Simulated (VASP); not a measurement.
# Dy3C (P6_3/mmc) in VASP: single point with PBE

Aim: the single point of Dy3C with PBE.

Program: VASP 6.6.1. These are calculated values, not measurements. Logs are shortened: lines on timing, memory, paths and dates and some standing lists are left out, and cuts for length are marked.

**1. The cell of the first run**

It takes space group P6_3/mmc (No. 194, hexagonal). Conventional cell: a = 5.163 Å, b = 5.163 Å, c = 8.160 Å, α = 90.00°, β = 90.00°, γ = 120.00°. Within 3.9 Å of Dy (site symmetry -6m2) lie 3 C at 2.98 Å and 12 Dy at 3.49 to 3.74 Å. Within 3.1 Å of Dy (site symmetry 3m) lie 1 C at 2.26 Å and 3 Dy at 3.01 Å. C (site symmetry -6m2) has 5 Dy at 2.26 to 2.98 Å within 3.0 Å.

The cell was generated, and may not be a known phase.

**2. Single point, PBE**

Input file INCAR:

```
SYSTEM = Dy3C
  PREC = Accurate
  ENCUT = 600
  EDIFF = 1E-6
  ISMEAR = 0
  SIGMA = 0.2
  LREAL = .False.
  LASPH = .True.
  NELM = 200
  ALGO = Normal
  ISIF = 2
  LWAVE = .False.
  LCHARG = .False.
  GGA = PE
  NBANDS = 41
  GGA_COMPAT = .False.
  LMAXMIX = 6
```

Input file KPOINTS:

```
regular mesh
0
Gamma
  4 4 2
  0 0 0
```

Input file POSCAR:

```
Dy3C
1.0
    5.1628351259      0.0000000000      0.0000000000
   -2.5814175629      4.4711463746      0.0000000000
    0.0000000000      0.0000000000      8.1601252557
Dy C
6 2
Direct
    0.0000000000      0.0000000000      0.2500000000
    0.0000000000      0.0000000000      0.7500000000
    0.3333333333      0.6666666667      0.9725638959
    0.6666666667      0.3333333333      0.0274361041
    0.6666666667      0.3333333333      0.4725638959
    0.3333333333      0.6666666667      0.5274361041
    0.3333333333      0.6666666667      0.2500000000
    0.6666666667      0.3333333333      0.7500000000
```

Potentials or basis: VASP PAW PBE potentials, release 64 (Dy_3, C), 4f in core.

The run is started by

```sh
$ cat potpaw_PBE.64/Dy_3/POTCAR potpaw_PBE.64/C/POTCAR > POTCAR
$ mpirun -np 1 vasp_std > vasp.out
```

OUTCAR:

```text
SYSTEM = Dy3C
   PREC = Accurate
   ENCUT = 600
   EDIFF = 1E-6
   ISMEAR = 0
   LREAL = .False.
   LASPH = .True.
   NELM = 200
   ISIF = 2
   GGA = PE

 ion  position               nearest neighbor table
   1  0.000  0.000  0.250-   4 3.49   5 3.49   4 3.49   5 3.49   4 3.49   5 3.49   3 3.74   6 3.74
                             3 3.74   6 3.74   3 3.74   6 3.74
   2  0.000  0.000  0.750-   3 3.49   6 3.49   3 3.49   6 3.49   3 3.49   6 3.49   5 3.74   4 3.74
                             4 3.74   5 3.74   4 3.74   5 3.74
   3  0.333  0.667  0.973-   7 2.26   4 3.01   4 3.01   4 3.01   2 3.49   2 3.49   2 3.49   6 3.63
                             1 3.74   1 3.74   1 3.74
   4  0.667  0.333  0.027-   8 2.26   3 3.01   3 3.01   3 3.01   1 3.49   1 3.49   1 3.49   5 3.63
                             2 3.74   2 3.74   2 3.74
   5  0.667  0.333  0.473-   8 2.26   6 3.01   6 3.01   6 3.01   1 3.49   1 3.49   1 3.49   4 3.63
                             2 3.74   2 3.74   2 3.74
   6  0.333  0.667  0.527-   7 2.26   5 3.01   5 3.01   5 3.01   2 3.49   2 3.49   2 3.49   3 3.63
                             1 3.74   1 3.74   1 3.74
   7  0.333  0.667  0.250-   3 2.26   6 2.26
   8  0.667  0.333  0.750-   4 2.26   5 2.26

  LATTYP: Found a hexagonal cell.
 ALAT       =     5.1628351259
 C/A-ratio  =     1.5805512004

  Lattice vectors:

 A1 = (   5.1628351259,   0.0000000000,   0.0000000000)
 A2 = (  -2.5814175629,   4.4711463746,   0.0000000000)
 A3 = (   0.0000000000,   0.0000000000,   8.1601252557)

Analysis of symmetry for initial positions (statically):
=====================================================================
 Subroutine PRICEL returns:
 Original cell was already a primitive cell.

 Routine SETGRP: Setting up the symmetry group for a
 hexagonal supercell.

 Subroutine GETGRP returns: Found 24 space group operations
 (whereof 12 operations were pure point group operations)
 out of a pool of 24 trial point group operations.

The static configuration has the point symmetry D_3d.
 The point group associated with its full space group is D_6h.

Analysis of symmetry for dynamics (positions and initial velocities):
=====================================================================
 Subroutine PRICEL returns:
 Original cell was already a primitive cell.

 Routine SETGRP: Setting up the symmetry group for a
 hexagonal supercell.

 Subroutine GETGRP returns: Found 24 space group operations
 (whereof 12 operations were pure point group operations)
 out of a pool of 24 trial point group operations.

The dynamic configuration has the point symmetry D_3d.
 The point group associated with its full space group is D_6h.

 Subroutine INISYM returns: Found 24 space group operations
 (whereof 12 operations are pure point group operations),
 and found     1 'primitive' translations

----------------------------------------------------------------------------------------

                                     Primitive cell

  volume of cell :     188.3666

  direct lattice vectors                    reciprocal lattice vectors
     5.162835126  0.000000000  0.000000000     0.193692027  0.111828144  0.000000000
    -2.581417563  4.471146375  0.000000000     0.000000000  0.223656288  0.000000000
     0.000000000  0.000000000  8.160125256     0.000000000  0.000000000  0.122547139

  length of vectors
     5.162835126  5.162835126  8.160125256     0.223656288  0.223656288  0.122547139

  position of ions in fractional coordinates (direct lattice)
     0.000000000  0.000000000  0.250000000
     0.000000000  0.000000000  0.750000000
     0.333333333  0.666666667  0.972563896
     0.666666667  0.333333333  0.027436104
     0.666666667  0.333333333  0.472563896
     0.333333333  0.666666667  0.527436104
     0.333333333  0.666666667  0.250000000
     0.666666667  0.333333333  0.750000000

  ion indices of the primitive-cell ions
   primitive index   ion index
                 1           1
                 2           2
                 3           3
                 4           4
                 5           5
                 6           6
                 7           7
                 8           8

----------------------------------------------------------------------------------------

 KPOINTS: regular mesh

Automatic generation of k-mesh.
 Grid dimensions read from file:
 generate k-points for:    4    4    2

 Generating k-lattice:

  Cartesian coordinates                     Fractional coordinates (reciprocal lattice)
     0.048423007  0.027957036  0.000000000     0.250000000  0.000000000  0.000000000
     0.000000000  0.055914072  0.000000000     0.000000000  0.250000000  0.000000000
     0.000000000  0.000000000  0.061273569     0.000000000  0.000000000  0.500000000

  Length of vectors
     0.055914072  0.055914072  0.061273569

  Shift w.r.t. Gamma in fractional coordinates (k-lattice)
     0.000000000  0.000000000  0.000000000

 Subroutine IBZKPT returns following result:
 ===========================================

 Found      8 irreducible k-points:

 Following reciprocal coordinates:
            Coordinates               Weight
  0.000000  0.000000  0.000000      1.000000
  0.250000  0.000000  0.000000      6.000000
  0.500000  0.000000  0.000000      3.000000
  0.250000  0.250000  0.000000      6.000000
  0.000000  0.000000  0.500000      1.000000
  0.250000  0.000000  0.500000      6.000000
  0.500000  0.000000  0.500000      3.000000
  0.250000  0.250000  0.500000      6.000000
   k-points           NKPTS =      8   k-points in BZ     NKDIM =      8   number of bands    NBANDS=     41
   number of dos      NEDOS =    301   number of ions     NIONS =      8
   total plane-waves  NPLWV = 123480
   dimension x,y,z NGX =    42 NGY =   42 NGZ =   70
   dimension x,y,z NGXF=    84 NGYF=   84 NGZF=  140
   ions per type =               6   2
   NGX,Y,Z   is equivalent  to a cutoff of  13.52, 13.52, 14.26 a.u.
   NGXF,Y,Z  is equivalent  to a cutoff of  27.05, 27.05, 28.52 a.u.
 SYSTEM =  Dy3C
   PREC   = accura    normal or accurate (medium, high low for compatibility)
   ISTART =      0    job   : 0-new  1-cont  2-samecut
   ICHARG =      2    charge: 1-file 2-atom 10-const
   ISPIN  =      1    spin polarized calculation?
   LNONCOLLINEAR =      F non collinear calculations
   LSORBIT =      F    spin-orbit coupling
   LASPH  =      T    aspherical Exc in radial PAW
   ENCUT  =  600.0 eV  44.10 Ry    6.64 a.u.  10.31 10.31 16.30*2*pi/ulx,y,z
   NELM   =    200;   NELMIN=  2; NELMDL= -5     # of ELM steps
   EDIFF  = 0.1E-05   stopping-criterion for ELM
   LREAL  =      F    real-space projection
   EDIFFG = 0.1E-04   stopping-criterion for IOM
   NSW    =      0    number of steps for IOM
   IBRION =     -1    ionic relax: 0-MD 1-quasi-New 2-CG
   NFREE  =      0    steps in history (QN), initial steepest desc. (CG)
   ISIF   =      2    stress and relaxation
   ISYM   =      2    0-nonsym 1-usesym 2-fastsym
   POTIM  = 0.5000    time-step for ionic-motion
   TEBEG  =    0.0;   TEEND  =   0.0 temperature during run
   PSTRESS=    0.0 pullay stress
   NELECT =      62.0000    total number of electrons
   NUPDOWN=      -1.0000    fix difference up-down
   EMIN   =  10.00;   EMAX   =-10.00  energy-range for DOS
   EFERMI =   0.00;   METHOD = LEGACY
   ISMEAR =     0;   SIGMA  =   0.20  broadening in eV -4-tet -1-fermi 0-gaus
   EFERMI_NEDOS =   21; number of points for ismear=-14 and -15
   IALGO  =     38    algorithm
   IMIX   =      4    mixing-type and parameters
     AMIX     =   0.40;   BMIX     =  1.00
     AMIX_MAG =   1.60;   BMIX_MAG =  1.00
  volume/ion in A,a.u.               =      23.55       158.90
  Fermi-wavevector in a.u.,A,eV,Ry     =   1.130327  2.136008 17.383333  1.277639
  Thomas-Fermi vector in A             =   2.267023
   LORBIT       =      0    0 simple, 1 ext, 2 COOP (PROOUT), +10 PAW based schemes
   GGA     = PE    functional components
   LHFCALC =     F    Hartree Fock is set to
   AEXX    =    0.0000 exact exchange contribution
   IVDW    =     0    specifies the selected vdW correction
   LEPSILON=     F    determine dielectric tensor
   LRPA    =     F    only Hartree local field effects (RPA)
 non-spin polarized calculation
 Gauss-broadening in eV      SIGMA  =   0.20
  energy-cutoff  :      600.00
  volume of cell :      188.37
 maximum number of plane-waves:      6356
 NGX is ok and might be reduce to    42
   NGX = 21   NGY = 21   NGZ = 33

 number of electron      61.9999996 magnetization

 Free energy of the ion-electron system (eV)
  ---------------------------------------------------
  ext. energy  EPLUGINS =         0.00000000
  ---------------------------------------------------
  free energy    TOTEN  =       -41.78190555 eV

  energy without entropy =      -41.67173358  energy(sigma->0) =      -41.72681957

 E-fermi :   3.8802     XC(G=0): -10.3128

 val. band max:        3.8254576615   @ k =   0.2500   0.2500   0.0000
 cond. band min:       3.8980338205   @ k =   0.5000   0.0000   0.5000
 fundamental gap:      0.0725761590
 Fermi energy:         3.8802443163

 k-point     1 :       0.0000    0.0000    0.0000
  band No.  band energies     occupation
      1     -19.8521      2.00000
      2     -19.8521      2.00000
      3     -19.8402      2.00000
      4     -19.8402      2.00000
      5     -19.6543      2.00000
      6     -19.6543      2.00000
[... 33 lines left out ...]
     40       5.7220      0.00000
     41       6.9079      0.00000

 k-point     2 :       0.2500    0.0000    0.0000
  band No.  band energies     occupation
      1     -19.9556      2.00000
      2     -19.8963      2.00000
      3     -19.8749      2.00000
      4     -19.8218      2.00000
      5     -19.7237      2.00000
      6     -19.6995      2.00000
[... 253 lines left out ...]
     40       5.8547      0.00000
     41       5.8759      0.00000

 k-point     8 :       0.2500    0.2500    0.5000
  band No.  band energies     occupation
      1     -19.9345      2.00000
      2     -19.9345      2.00000
      3     -19.8761      2.00000
      4     -19.8761      2.00000
      5     -19.7971      2.00000
      6     -19.7971      2.00000
[... 33 lines left out ...]
     40       5.4317      0.00000
     41       6.2333      0.00000

------------------------ aborting loop because EDIFF is reached ----------------------------------------

  FORCE on cell =-STRESS in cart. coord.  units (eV):
  Direction    XX          YY          ZZ          XY          YZ          ZX
  --------------------------------------------------------------------------------------
  -------------------------------------------------------------------------------------
  Total        0.8261639      0.8261639      1.1569614      0.0000000     -0.0000000      0.0000000
  in kB        7.0270468      7.0270468      9.8406888      0.0000000     -0.0000000      0.0000000
  external PRESSURE =       7.9649275 kB  Pullay stress =       0.0000000 kB

 VOLUME and BASIS-vectors are now :
 -----------------------------------------------------------------------------
  energy-cutoff  :      600.00
  volume of cell :      188.37
      direct lattice vectors                 reciprocal lattice vectors
     5.162835126  0.000000000  0.000000000     0.193692027  0.111828144  0.000000000
    -2.581417563  4.471146375  0.000000000     0.000000000  0.223656288  0.000000000
     0.000000000  0.000000000  8.160125256     0.000000000  0.000000000  0.122547139

 POSITION                                       TOTAL-FORCE (eV/Angst)
 -----------------------------------------------------------------------------------
      0.00000      0.00000      2.04003        -0.000000      0.000000      0.000000
      0.00000      0.00000      6.12009         0.000000     -0.000000      0.000000
     -0.00000      2.98076      7.93624        -0.000000     -0.000000     -0.049792
      2.58142      1.49038      0.22388         0.000000      0.000000      0.049792
      2.58142      1.49038      3.85618         0.000000     -0.000000     -0.049792
     -0.00000      2.98076      4.30394        -0.000000     -0.000000      0.049792
     -0.00000      2.98076      2.04003        -0.000000     -0.000000      0.000000
      2.58142      1.49038      6.12009         0.000000      0.000000      0.000000
 -----------------------------------------------------------------------------------
    total drift:                               -0.000000      0.000000     -0.000000

  FREE ENERGIE OF THE ION-ELECTRON SYSTEM (eV)
  ---------------------------------------------------
  free  energy   TOTEN  =       -41.7819055518 eV

  energy  without entropy=      -41.6717335833  energy(sigma->0) =      -41.72681957
```

Wall time 1.7 min (1 thread of Intel Xeon Platinum 8488C (Sapphire Rapids), shared host); peak memory 0.36 GiB.

Results:

| Property | Result |
| --- | --- |
| Free energy | -41.7819 eV |
| Pressure | 0.8 GPa |
| Largest force | 0.050 eV/Å |
| Band gap on the k mesh | zero (bands 31 and 32 overlap by 0.51 eV) |

Forces in eV/Å, atoms in the order of the input:
```
Dy   0.000  0.000  0.000
Dy   0.000  0.000  0.000
Dy   0.000  0.000 -0.050
Dy   0.000  0.000  0.050
Dy   0.000  0.000 -0.050
Dy   0.000  0.000  0.050
C    0.000  0.000  0.000
C    0.000  0.000  0.000
```

Caveat: the k points lie up to 0.38 Å⁻¹ apart, too coarse for converged energies and pressures of a metal; spin-orbit coupling is left out, which moves the levels of the heavy elements; the 4f electrons are frozen in the core, so they carry no moment and show no levels.

The gap in the log of VASP goes by the Fermi energy; the results here count the filled bands.